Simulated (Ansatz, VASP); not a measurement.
## MgO: VASP beside Ansatz

```
Mg O
1.0
     0.00000   -2.13515   -2.13515
     0.00000    2.13515   -2.13515
     4.27030    0.00000    0.00000
Mg O
2 2
Cartesian
  2.1351 -0.3000 -2.1351
  0.0000 0.3000 0.0000
  0.0000 0.1357 -2.1351
  2.1351 -0.1357 0.0000
```

Change from the starting cell: mode 4 (275.8 1/cm) frozen in, largest displacement -0.300 Å.

Alike in both runs: task single point; functional PBEsol; k mesh 8 × 8 × 6; occupations gaussian, width 0.05 eV; no spin polarisation.

|  | VASP | Ansatz |
| --- | --- | --- |
| version | VASP 6.6.1 | Ansatz 0.2.0 |
| potentials or method | VASP PAW PBE potentials, release 64 (Mg, O), cutoff 520 eV | scalar-relativistic, plane waves, PAW |
| valence electrons in the cell | 16 | 32 |

|  | VASP | Ansatz | Ansatz less VASP |
| --- | --- | --- | --- |
| gap on the k mesh at the Fermi level (eV) | 3.96 | 3.96 | -0.001 |
| least direct gap on the mesh (eV) | 3.96 | 3.96 | -0.001 |
| pressure (GPa) | -2.9 | -2.5 | +0.47 |
| traceless stress, the component that is largest in VASP (GPa) | -7.15 | -7.06 | +0.092 |
| rms of the force components (eV/Å) | 0.957 | 0.949 | -0.0085 |

VASP's potentials were made for PBE, not for PBEsol. Atom by atom the forces differ by 0.009 eV/Å (rms over components). VASP's potentials hold 16 valence electrons a cell and Ansatz's 32, so a difference there can come from the potentials and not from the codes.
